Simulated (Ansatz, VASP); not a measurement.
InAs in VASP and in Ansatz

POSCAR

```
InAs
1.0
    0.0000000000      3.0545904655      3.0545904655
    3.0545904655      0.0000000000      3.0545904655
    3.0545904655      3.0545904655      0.0000000000
In As
1 1
Direct
    0.0000000000      0.0000000000      0.0000000000
    0.2500000000      0.2500000000      0.2500000000
```

INCAR.step1

```
  PREC = Accurate
  ENCUT = 550
  ISMEAR = -1
  SIGMA = 0.02
  LREAL = F
  LASPH = T
  NELM = 120
  NBANDS = 16
  GGA = PE
  ALGO = Normal
  EDIFF = 1E-5
  LWAVE = T
  LCHARG = F
  GGA_COMPAT = F
```

File INCAR.step2:

```
  PREC = Accurate
  ENCUT = 550
  EDIFF = 1E-6
  ISMEAR = -1
  SIGMA = 0.02
  LREAL = F
  LASPH = T
  NELM = 120
  ALGO = Normal
  ISIF = 2
  LWAVE = F
  LCHARG = T
  METAGGA = R2SCAN
  LMIXTAU = T
  LELF = T
  LVHAR = T
  NBANDS = 16
  ISTART = 1
  GGA_COMPAT = F
```

File KPOINTS:

```
regular mesh
0
Gamma
  6 6 6
```

Input for Ansatz:

```yaml
crystal:
  lattice:
    - [0.0, 3.0545904655, 3.0545904655]
    - [3.0545904655, 0.0, 3.0545904655]
    - [3.0545904655, 3.0545904655, 0.0]
  atoms:
    - { symbol: In, position: [0.0, 0.0, 0.0] }
    - { symbol: As, position: [0.25, 0.25, 0.25] }
kpoints:
  mp_grid: { grid: [6, 6, 6] }
hamiltonian:
  xc: r2scan
scf:
  occupations: { method: fermi_dirac, width: 0.02 }
  n_extra_bands: 4
output:
  forces: true
  stress: true
  eigenvalues: true
```

Alike in both runs: task single point; functional r2SCAN; k mesh 6 × 6 × 6; occupations fermi-dirac, width 0.02 eV; no spin polarisation.

|  | VASP | Ansatz |
| --- | --- | --- |
| version | VASP 6.6.1 | Ansatz 0.2.0 |
| potentials or method | VASP PAW PBE potentials, release 64 (In_d, As) | plane waves |
| plane-wave cutoff (eV) | 550 | 500 |
| valence electrons in the cell | 18 | 28 |

```csv
,VASP,Ansatz,Ansatz less VASP
pressure (GPa),0.0,0.0,0.00
```

VASP's potentials were made for PBE, not for r2SCAN. The functional is the same, so the differences come from potentials, cutoffs and numerics. VASP's potentials hold 18 valence electrons a cell and Ansatz's 28, so a difference there can come from the potentials and not from the codes.
